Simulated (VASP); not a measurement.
# TaSi (P-3m1) in VASP: a series of runs

Runs on TaSi. Level: PBE. Tasks: single point, relaxation of cell and atoms.

Everything below comes from runs of VASP 6.6.1. Logs are shortened: lines on timing, memory, paths and dates and some standing lists are left out, and cuts for length are marked.

### Step 1. The cell of the first run

The structure is trigonal, space group P-3m1 (No. 164). Conventional cell: a = 3.429 Å, b = 3.429 Å, c = 6.715 Å, α = 90.00°, β = 90.00°, γ = 120.00°. Ta (site symmetry 3m) has 4 Si at 2.61 to 2.94 Å and 3 Ta at 2.86 Å within 3.4 Å. Within 3.1 Å of Si (site symmetry 3m) lie 3 Si at 2.34 Å and 4 Ta at 2.61 to 2.94 Å.

### Step 2. Single point, PBE

File INCAR:

```
PREC = Accurate
ENCUT = 520
EDIFF = 1E-7
ISMEAR = 0
SIGMA = 0.1
LREAL = F
LASPH = T
NELM = 60
ALGO = Normal
ISIF = 2
LWAVE = F
LCHARG = F
GGA = PE
NBANDS = 23
```

File KPOINTS:

```
Automatic mesh
0
Gamma
  6 6 4
```

File POSCAR:

```
TaSi
1.0
    3.4292379864      0.0000000000      0.0000000000
   -1.7146189932      2.9698072119      0.0000000000
    0.0000000000      0.0000000000      6.7146763962
Ta Si
2 2
Direct
    0.3333333333      0.6666666667      0.8459511165
    0.6666666667      0.3333333333      0.1540488835
    0.3333333333      0.6666666667      0.4075703654
    0.6666666667      0.3333333333      0.5924296346
```

Potentials or basis: VASP PAW PBE potentials, release 64 (Ta_pv, Si).

The run is started by

```bash
> cat potpaw_PBE.64/Ta_pv/POTCAR potpaw_PBE.64/Si/POTCAR > POTCAR
> mpirun -np 1 vasp_std > vasp.out
```

OUTCAR:

```text
PREC = Accurate
   ENCUT = 520
   EDIFF = 1E-7
   ISMEAR = 0
   LREAL = F
   LASPH = T
   NELM = 60
   ISIF = 2
   GGA = PE

 ion  position               nearest neighbor table
   1  0.333  0.667  0.846-   4 2.61   4 2.61   4 2.61   2 2.86   2 2.86   2 2.86   3 2.94
   2  0.667  0.333  0.154-   3 2.61   3 2.61   3 2.61   1 2.86   1 2.86   1 2.86   4 2.94
   3  0.333  0.667  0.408-   4 2.34   4 2.34   4 2.34   2 2.61   2 2.61   2 2.61   1 2.94
   4  0.667  0.333  0.592-   3 2.34   3 2.34   3 2.34   1 2.61   1 2.61   1 2.61   2 2.94

  LATTYP: Found a hexagonal cell.
 ALAT       =     3.4292379864
 C/A-ratio  =     1.9580666092

  Lattice vectors:

 A1 = (   3.4292379864,   0.0000000000,   0.0000000000)
 A2 = (  -1.7146189932,   2.9698072119,   0.0000000000)
 A3 = (   0.0000000000,   0.0000000000,   6.7146763962)

Analysis of symmetry for initial positions (statically):
=====================================================================
 Subroutine PRICEL returns:
 Original cell was already a primitive cell.

 Routine SETGRP: Setting up the symmetry group for a
 hexagonal supercell.

 Subroutine GETGRP returns: Found 12 space group operations
 (whereof 12 operations were pure point group operations)
 out of a pool of 24 trial point group operations.

The static configuration has the point symmetry D_3d.

Analysis of symmetry for dynamics (positions and initial velocities):
=====================================================================
 Subroutine PRICEL returns:
 Original cell was already a primitive cell.

 Routine SETGRP: Setting up the symmetry group for a
 hexagonal supercell.

 Subroutine GETGRP returns: Found 12 space group operations
 (whereof 12 operations were pure point group operations)
 out of a pool of 24 trial point group operations.

The dynamic configuration has the point symmetry D_3d.

 Subroutine INISYM returns: Found 12 space group operations
 (whereof 12 operations are pure point group operations),
 and found     1 'primitive' translations

----------------------------------------------------------------------------------------

                                     Primitive cell

  volume of cell :      68.3834

  direct lattice vectors                    reciprocal lattice vectors
     3.429237986  0.000000000  0.000000000     0.291609974  0.168361097  0.000000000
    -1.714618993  2.969807212  0.000000000     0.000000000  0.336722194  0.000000000
     0.000000000  0.000000000  6.714676396     0.000000000  0.000000000  0.148927505

  length of vectors
     3.429237986  3.429237986  6.714676396     0.336722194  0.336722194  0.148927505

  position of ions in fractional coordinates (direct lattice)
     0.333333333  0.666666667  0.845951116
     0.666666667  0.333333333  0.154048884
     0.333333333  0.666666667  0.407570365
     0.666666667  0.333333333  0.592429635

  ion indices of the primitive-cell ions
   primitive index   ion index
                 1           1
                 2           2
                 3           3
                 4           4

----------------------------------------------------------------------------------------

 KPOINTS: Automatic mesh

Automatic generation of k-mesh.
 Grid dimensions read from file:
 generate k-points for:    6    6    4

 Generating k-lattice:

  Cartesian coordinates                     Fractional coordinates (reciprocal lattice)
     0.048601662  0.028060183  0.000000000     0.166666667  0.000000000  0.000000000
     0.000000000  0.056120366  0.000000000     0.000000000  0.166666667  0.000000000
     0.000000000  0.000000000  0.037231876     0.000000000  0.000000000  0.250000000

  Length of vectors
     0.056120366  0.056120366  0.037231876

  Shift w.r.t. Gamma in fractional coordinates (k-lattice)
     0.000000000  0.000000000  0.000000000

 Subroutine IBZKPT returns following result:
 ===========================================

 Found     24 irreducible k-points:

 Following reciprocal coordinates:
            Coordinates               Weight
  0.000000  0.000000  0.000000      1.000000
  0.166667  0.000000  0.000000      6.000000
  0.333333  0.000000  0.000000      6.000000
  0.500000  0.000000  0.000000      3.000000
  0.166667  0.166667  0.000000      6.000000
  0.333333  0.166667  0.000000     12.000000
[... 16 lines left out ...]
  0.333333  0.166667  0.500000     12.000000
  0.333333  0.333333  0.500000      2.000000
   k-points           NKPTS =     24   k-points in BZ     NKDIM =     24   number of bands    NBANDS=     23
   number of dos      NEDOS =    301   number of ions     NIONS =      4
   total plane-waves  NPLWV =  39200
   dimension x,y,z NGX =    28 NGY =   28 NGZ =   50
   dimension x,y,z NGXF=    56 NGYF=   56 NGZF=  100
   ions per type =               2   2
   NGX,Y,Z   is equivalent  to a cutoff of  13.57, 13.57, 12.38 a.u.
   NGXF,Y,Z  is equivalent  to a cutoff of  27.15, 27.15, 24.76 a.u.
 SYSTEM =  unknown system
   PREC   = accura    normal or accurate (medium, high low for compatibility)
   ISTART =      0    job   : 0-new  1-cont  2-samecut
   ICHARG =      2    charge: 1-file 2-atom 10-const
   ISPIN  =      1    spin polarized calculation?
   LNONCOLLINEAR =      F non collinear calculations
   LSORBIT =      F    spin-orbit coupling
   LASPH  =      T    aspherical Exc in radial PAW
   ENCUT  =  520.0 eV  38.22 Ry    6.18 a.u.   6.38  6.38 12.48*2*pi/ulx,y,z
   NELM   =     60;   NELMIN=  2; NELMDL= -5     # of ELM steps
   EDIFF  = 0.1E-06   stopping-criterion for ELM
   LREAL  =      F    real-space projection
   EDIFFG = 0.1E-05   stopping-criterion for IOM
   NSW    =      0    number of steps for IOM
   IBRION =     -1    ionic relax: 0-MD 1-quasi-New 2-CG
   NFREE  =      0    steps in history (QN), initial steepest desc. (CG)
   ISIF   =      2    stress and relaxation
   ISYM   =      2    0-nonsym 1-usesym 2-fastsym
   POTIM  = 0.5000    time-step for ionic-motion
   TEBEG  =    0.0;   TEEND  =   0.0 temperature during run
   PSTRESS=    0.0 pullay stress
   NELECT =      30.0000    total number of electrons
   NUPDOWN=      -1.0000    fix difference up-down
   EMIN   =  10.00;   EMAX   =-10.00  energy-range for DOS
   EFERMI =   0.00;   METHOD = LEGACY
   ISMEAR =     0;   SIGMA  =   0.10  broadening in eV -4-tet -1-fermi 0-gaus
   EFERMI_NEDOS =   21; number of points for ismear=-14 and -15
   IALGO  =     38    algorithm
   IMIX   =      4    mixing-type and parameters
     AMIX     =   0.40;   BMIX     =  1.00
     AMIX_MAG =   1.60;   BMIX_MAG =  1.00
  volume/ion in A,a.u.               =      17.10       115.37
  Fermi-wavevector in a.u.,A,eV,Ry     =   1.243937  2.350699 21.053361  1.547378
  Thomas-Fermi vector in A             =   2.378225
   LORBIT       =      0    0 simple, 1 ext, 2 COOP (PROOUT), +10 PAW based schemes
   GGA     = PE    functional components
   LHFCALC =     F    Hartree Fock is set to
   AEXX    =    0.0000 exact exchange contribution
   IVDW    =     0    specifies the selected vdW correction
   LEPSILON=     F    determine dielectric tensor
   LRPA    =     F    only Hartree local field effects (RPA)
 non-spin polarized calculation
 Gauss-broadening in eV      SIGMA  =   0.10
  energy-cutoff  :      520.00
  volume of cell :       68.38
 maximum number of plane-waves:      1855
 NGX is ok and might be reduce to    28
   NGX = 13   NGY = 13   NGZ = 25

 number of electron      30.0000000 magnetization

 Free energy of the ion-electron system (eV)
  ---------------------------------------------------
  ext. energy  EPLUGINS =         0.00000000
  ---------------------------------------------------
  free energy    TOTEN  =       -34.11111032 eV

  energy without entropy =      -34.09764827  energy(sigma->0) =      -34.10437930

 E-fermi :   6.9307     XC(G=0): -11.6306

 val. band max:        6.8676678815   @ k =   0.3333   0.0000   0.2500
 cond. band min:       6.9612284624   @ k =   0.0000   0.1667   0.2500
 fundamental gap:      0.0935605809
 Fermi energy:         6.9306980793

 k-point     1 :       0.0000    0.0000    0.0000
  band No.  band energies     occupation
      1     -27.4481      2.00000
      2     -27.2082      2.00000
      3     -27.2082      2.00000
      4     -27.0302      2.00000
      5     -27.0302      2.00000
      6     -26.9139      2.00000
[... 15 lines left out ...]
     22      10.9219      0.00000
     23      11.9854      0.00000

 k-point     2 :       0.1667    0.0000    0.0000
  band No.  band energies     occupation
      1     -27.4396      2.00000
      2     -27.2869      2.00000
      3     -27.2318      2.00000
      4     -27.0580      2.00000
      5     -27.0313      2.00000
      6     -26.9027      2.00000
[... 15 lines left out ...]
     22      11.2216      0.00000
     23      11.6652      0.00000

 k-point     3 :       0.3333    0.0000    0.0000
  band No.  band energies     occupation
      1     -27.4536      2.00000
      2     -27.4125      2.00000
      3     -27.2754      2.00000
      4     -27.0711      2.00000
      5     -27.0367      2.00000
      6     -26.9205      2.00000
[... 15 lines left out ...]
     22      11.2427      0.00000
     23      12.0230      0.00000
[... 495 lines left out ...]
 k-point    23 :       0.3333    0.1667    0.5000
  band No.  band energies     occupation
      1     -27.4663      2.00000
      2     -27.4367      2.00000
      3     -27.3343      2.00000
      4     -27.0752      2.00000
      5     -27.0227      2.00000
      6     -26.9440      2.00000
[... 15 lines left out ...]
     22      11.1815      0.00000
     23      12.0690      0.00000

 k-point    24 :       0.3333    0.3333    0.5000
  band No.  band energies     occupation
      1     -27.4361      2.00000
      2     -27.4361      2.00000
      3     -27.4050      2.00000
      4     -27.1049      2.00000
      5     -26.9761      2.00000
      6     -26.9761      2.00000
[... 15 lines left out ...]
     22      10.7525      0.00000
     23      13.7624      0.00000

------------------------ aborting loop because EDIFF is reached ----------------------------------------

  FORCE on cell =-STRESS in cart. coord.  units (eV):
  Direction    XX          YY          ZZ          XY          YZ          ZX
  --------------------------------------------------------------------------------------
  -------------------------------------------------------------------------------------
  Total        0.0172857      0.0172857      0.0304906      0.0000000      0.0000000      0.0000000
  in kB        0.4049911      0.4049911      0.7143742      0.0000000      0.0000000      0.0000000
  external PRESSURE =       0.5081188 kB  Pullay stress =       0.0000000 kB

 VOLUME and BASIS-vectors are now :
 -----------------------------------------------------------------------------
  energy-cutoff  :      520.00
  volume of cell :       68.38
      direct lattice vectors                 reciprocal lattice vectors
     3.429237986  0.000000000  0.000000000     0.291609974  0.168361097  0.000000000
    -1.714618993  2.969807212  0.000000000     0.000000000  0.336722194  0.000000000
     0.000000000  0.000000000  6.714676396     0.000000000  0.000000000  0.148927505

 POSITION                                       TOTAL-FORCE (eV/Angst)
 -----------------------------------------------------------------------------------
     -0.00000      1.97987      5.68029        -0.000000      0.000000      0.012714
      1.71462      0.98994      1.03439         0.000000      0.000000     -0.012714
     -0.00000      1.97987      2.73670        -0.000000      0.000000      0.011753
      1.71462      0.98994      3.97797         0.000000     -0.000000     -0.011753
 -----------------------------------------------------------------------------------
    total drift:                                0.000000     -0.000000      0.000000

  FREE ENERGIE OF THE ION-ELECTRON SYSTEM (eV)
  ---------------------------------------------------
  free  energy   TOTEN  =       -34.1111103168 eV

  energy  without entropy=      -34.0976482744  energy(sigma->0) =      -34.10437930
```

It took 27 s on 1 thread of Intel Xeon Platinum 8375C at 2.90GHz (Ice Lake), shared host; peak memory 0.2 GiB.

Results:

```
Free energy            : -34.1111 eV
Pressure               : 0.1 GPa
Largest force          : 0.013 eV/Å
Band gap on the k mesh : zero (band 15 reaches 7.96 eV, above the bottom of band 16 at 6.72 eV)
```

Forces on the atoms (eV/Å):
```
Ta   0.000  0.000  0.013
Ta   0.000  0.000 -0.013
Si   0.000  0.000  0.012
Si   0.000  0.000 -0.012
```

Caveat: spin-orbit coupling is left out, which moves the levels of the heavy elements.

### Step 3. Relaxation of cell and atoms, PBE

This run uses another cell than the first one, of 19.20 Å³/atom, 1.123 times its volume.

File INCAR:

```
ALGO = Normal
EDIFF = 1E-6
EDIFFG = -0.04
ENCUT = 600
GGA = PE
IBRION = 2
ISIF = 3
ISMEAR = 0
LASPH = True
LCHARG = False
LREAL = False
LWAVE = False
NELM = 60
NSW = 90
PREC = Accurate
SIGMA = 0.1
```

File KPOINTS:

```
k-points
0
Gamma
  6 6 2
```

File POSCAR:

```
TaSi
1.0
    3.2297168000      0.0000000000      0.0000000000
   -1.6148584000      2.7970168000      0.0000000000
    0.0000000000      0.0000000000      8.5010417400
Ta Si
2 2
Direct
    0.3333333300      0.6666666700      0.8492213100
    0.6666666700      0.3333333300      0.1507786900
    0.3333333300      0.6666666700      0.3955219700
    0.6666666700      0.3333333300      0.6044780300
```

Potentials or basis: VASP PAW PBE potentials, release 64 (Ta_pv, Si).

The run is started by

```bash
> cat potpaw_PBE.64/Ta_pv/POTCAR potpaw_PBE.64/Si/POTCAR > POTCAR
> mpirun -np 1 vasp_std > vasp.out
```

Run time: 6.4 min. Hardware: 1 thread of Intel Xeon Platinum 8375C at 2.90GHz (Ice Lake), shared host; peak memory 0.24 GiB.

Results (log left out):

- Free energy: -34.1288 eV
- Relaxed volume: 17.08 Å³/atom
- Relaxed cell: a = 3.424 Å, b = 3.424 Å, c = 6.730 Å, α = 90.00°, β = 90.00°, γ = 120.00°
- Space group after relaxing (to 0.05 Å): P-3m1 (No. 164)
- Energy gained by relaxing: 364.3 meV/atom
- Ionic steps: 32
- Pressure after relaxing: 0.0 GPa
- Largest force after relaxing: 0.022 eV/Å
- Band gap on the k mesh: zero (band 15 reaches 7.88 eV, above the bottom of band 16 at 6.75 eV)

Forces on the atoms (eV/Å):
```
Ta   0.000  0.000 -0.022
Ta   0.000  0.000  0.022
Si   0.000  0.000 -0.007
Si   0.000  0.000  0.007
```

The path:
| step | energy change (eV) | largest force (eV/Å) | pressure (GPa) | volume (Å³) |
| --- | --- | --- | --- | --- |
| 1 | 0.0000 | 0.4726 | -17.85 | 76.79 |
| 2 | 0.4349 | 0.2628 | 41.02 | 55.39 |
| 3 | -0.7136 | 0.5313 | -0.67 | 66.21 |
| 4 | -0.7148 | 0.5307 | 0.12 | 65.88 |
| 5 | -0.7147 | 0.5303 | 0.65 | 65.68 |
| 6 | -0.7416 | 0.0907 | 1.07 | 65.60 |
| 7 | -0.7424 | 0.0934 | 1.20 | 65.59 |
| 8 | -0.7657 | 0.2993 | -0.97 | 66.64 |
| 9 | -0.7688 | 0.5094 | -5.82 | 69.80 |
| 10 | -0.7714 | 0.5027 | -5.87 | 69.87 |
| 11 | -0.7808 | 0.4903 | -6.11 | 70.08 |
| 12 | -0.8039 | 0.5039 | -6.59 | 70.50 |
| 13 | -0.8453 | 0.5633 | -7.57 | 71.33 |
| 14 | -0.9167 | 0.6664 | -9.50 | 72.91 |
| 15 | -0.9250 | 1.2019 | -11.53 | 75.81 |
| 16 | -0.9423 | 0.8322 | -10.30 | 73.82 |
| 17 | -1.0055 | 1.0862 | -9.88 | 73.91 |
| 18 | -1.0906 | 1.4596 | -8.46 | 73.98 |
| 19 | -1.0899 | 1.4211 | -8.74 | 73.99 |
| 20 | -1.1584 | 1.4214 | -7.46 | 73.06 |
| 21 | -1.3127 | 1.3381 | -3.02 | 70.33 |
| 22 | -1.3371 | 0.9498 | 9.05 | 65.08 |
| 23 | -1.3778 | 1.2037 | 2.92 | 67.46 |
| 24 | -1.4173 | 0.8744 | 2.21 | 67.58 |
| 25 | -1.4545 | 0.1009 | 1.10 | 67.85 |
| 26 | -1.4548 | 0.1007 | 1.02 | 67.88 |
| 27 | -1.4548 | 0.1162 | 1.00 | 67.89 |
| 28 | -1.4564 | 0.0816 | 0.31 | 68.18 |
| 29 | -1.4567 | 0.0564 | -0.20 | 68.40 |
| 30 | -1.4567 | 0.0590 | -0.15 | 68.37 |
| 31 | -1.4570 | 0.0428 | -0.11 | 68.36 |
| 32 | -1.4574 | 0.0221 | 0.03 | 68.34 |

Final structure:
```xyz
4
Lattice="3.4241 0.0000 0.0000 -1.7121 2.9654 0.0000 0.0000 0.0000 6.7304" Properties=species:S:1:pos:R:3 pbc="T T T"
Ta    0.0000    1.9769    5.6866
Ta    1.7121    0.9885    1.0438
Si    0.0000    1.9769    2.7435
Si    1.7121    0.9885    3.9868
```

Levels at points of the mesh, in eV from the Fermi level:
```
           k point  band 13  band 14  band 15  band 16  band 17  band 18
(0.00, 0.00, 0.00)    -0.92    -0.92    -0.37    -0.37     0.97     2.42
(0.50, 0.00, 0.00)    -2.45    -1.44     0.75     1.08     1.08     1.85
(0.00, 0.00, 0.50)    -0.58    -0.58     0.76     0.85     0.85     1.05
(0.50, 0.00, 0.50)    -1.82    -1.42    -0.86     0.16     2.89     3.16
```

Caveat: the k points lie up to 0.47 Å⁻¹ apart in the final cell; spin-orbit coupling is left out, which moves the levels of the heavy elements.
